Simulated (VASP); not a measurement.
Input of a VASP 6.6.1 run:

Contents of POSCAR:

```
Ti
1.0
    0.0000000000      1.9995500000      2.0909000000
    1.9995500000      0.0000000000      2.0909000000
    1.9995500000      1.9995500000      0.0000000000
Ti
1
Direct
    0.0000000000      0.0000000000      0.0000000000
```

Contents of INCAR.step1:

```
ALGO = Normal
EDIFF = 1E-4
ENCUT = 520
GGA = PE
ISMEAR = 0
LASPH = True
LCHARG = False
LREAL = False
LWAVE = True
NBANDS = 12
NELM = 100
PREC = Accurate
SIGMA = 0.15
```

INCAR.step2

```
ALGO = Normal
EDIFF = 1E-6
ENCUT = 520
ISIF = 2
ISMEAR = 0
ISTART = 1
LASPH = True
LCHARG = False
LMIXTAU = True
LREAL = False
LWAVE = False
METAGGA = R2SCAN
NBANDS = 12
NELM = 100
PREC = Accurate
SIGMA = 0.15
```

File KPOINTS:

```
k-points
0
Gamma
  20 20 20
```

Potentials or basis: VASP PAW PBE potentials, release 64 (Ti_sv).

Run with:

```sh
$ cat potpaw_PBE.64/Ti_sv/POTCAR > POTCAR
$ cp INCAR.step1 INCAR
$ mpirun -np 1 vasp_std > vasp.out
$ cp INCAR.step2 INCAR
$ mpirun -np 1 vasp_std > vasp.out
```

Q: What does it give for the pressure?

A: 4.8 GPa.

Q: Predict the band gap on the k mesh.

A: Zero (bands 6 and 7 overlap by 1.49 eV).

Stress tensor (GPa, compression positive):
```
5.32 0.00 0.00
0.00 5.32 0.00
0.00 0.00 3.90
```

Caveat: the cell differs from its parent crystal (strain -0.015 along x and y, +0.030 along z); the cell stands under pressure; the PAW data sets were made with another functional, which shifts forces and pressure a little.
